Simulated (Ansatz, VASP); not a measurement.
# CdO in VASP and in Ansatz

```
Cd O
1.0
     3.32269    0.00000    0.00000
     1.66135    2.87754    0.00000
     1.66135    0.95918    2.71297
Cd O
1 1
Direct
  0.00000 0.00000 0.00000
  0.50000 0.50000 0.50000
```

Alike in both runs: task single point; functional RPBE; k mesh 6 × 6 × 6; occupations fermi-dirac, width 0.1 eV; no spin polarisation.

|  | VASP | Ansatz |
| --- | --- | --- |
| version | VASP 6.6.1 | Ansatz 0.2.0 |
| potentials or method | VASP PAW PBE potentials, release 64 (Cd, O) | plane waves, PAW |
| plane-wave cutoff (eV) | 600 | 420 |
| valence electrons in the cell | 18 | 26 |

VASP gave:

* pressure (GPa): 12.0

Problem. What did Ansatz give for the same quantities?

Solution. Pressure (GPa): 10.7.

VASP's potentials were made for PBE, not for RPBE. VASP's potentials hold 18 valence electrons a cell and Ansatz's 26, so a difference there can come from the potentials and not from the codes.

The k mesh is coarse, so the values compare programs but aren't converged.
